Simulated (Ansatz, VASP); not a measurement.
# B2Sb3Os in VASP and in Ansatz

INCAR

```
SYSTEM = B2Sb3Os
PREC = Accurate
ENCUT = 520
EDIFF = 1E-6
ISMEAR = 0
SIGMA = 0.1
LREAL = .FALSE.
LASPH = .TRUE.
NELM = 60
ALGO = Normal
ISIF = 2
LWAVE = .FALSE.
LCHARG = .FALSE.
GGA = PE
NBANDS = 24
```

The input KPOINTS:

```
regular mesh
0
G
  6 6 2
  0 0 0
```

File POSCAR:

```
B2Sb3Os
1.0
    3.6489873600      0.0000000000      0.0000000000
    0.0000000000      3.6489873600      0.0000000000
    0.0000000000      0.0000000000      8.1058961100
B Sb Os
2 3 1
Direct
    0.5000000000      0.0000000000      0.7398749000
    0.0000000000      0.5000000000      0.2601251000
    0.5000000000      0.0000000000      0.3835413500
    0.0000000000      0.5000000000      0.6164586500
    0.0000000000      0.0000000000      0.0000000000
    0.5000000000      0.5000000000      0.0000000000
```

Input for Ansatz:

```yaml
crystal:
  lattice:
    - [3.64898736, 0.0, 0.0]
    - [0.0, 3.64898736, 0.0]
    - [0.0, 0.0, 8.10589611]
  atoms:
    - { symbol: B, position: [0.5, 0.0, 0.7398749] }
    - { symbol: B, position: [0.0, 0.5, 0.2601251] }
    - { symbol: Sb, position: [0.5, 0.0, 0.38354135] }
    - { symbol: Sb, position: [0.0, 0.5, 0.61645865] }
    - { symbol: Sb, position: [0.0, 0.0, 0.0] }
    - { symbol: Os, position: [0.5, 0.5, 0.0] }
basis:
  ecutwfc: 420
kpoints:
  mp_grid: { grid: [6, 6, 2] }
hamiltonian:
  xc: pbe
scf:
  occupations: { method: gaussian, width: 0.1 }
  lower_state_search: "off"
output:
  forces: true
  stress: true
  eigenvalues: true
```

Change from the starting cell: species swapped into the Hf2GaSb3 type (P-4m2, No. 115).

Alike in both runs: task single point; functional PBE; k mesh 6 × 6 × 2; occupations gaussian, width 0.1 eV; no spin polarisation.

```csv
,VASP,Ansatz
version,VASP 6.6.1,Ansatz 0.2.0
potentials or method,"VASP PAW PBE potentials, release 64 (B, Sb, Os), cutoff 520 eV","scalar-relativistic, plane waves, PAW"
valence electrons in the cell,29,67
```

Ansatz gave:

- gap on the k mesh at the Fermi level (eV): none
- pressure (GPa): 0.0
- traceless stress, the component that is largest in VASP (GPa): -7.87
- rms of the force components (eV/Å): 0.472

Task: What did VASP give for the same quantities?

Result: gap on the k mesh at the Fermi level (eV): none; pressure (GPa): -0.1; traceless stress, the component that is largest in VASP (GPa): -7.83; rms of the force components (eV/Å): 0.470.

Atom by atom the forces differ by 0.002 eV/Å (rms over components). A gap of «none» marks a metal or a gap that the smearing closes. With one functional, cell and mesh, what is left measures potentials, basis and numerics. VASP's potentials hold 29 valence electrons a cell and Ansatz's 67, so a difference there can come from the potentials and not from the codes.

The k mesh is coarse, so the values compare programs but aren't converged. Neither program's run includes spin-orbit coupling.
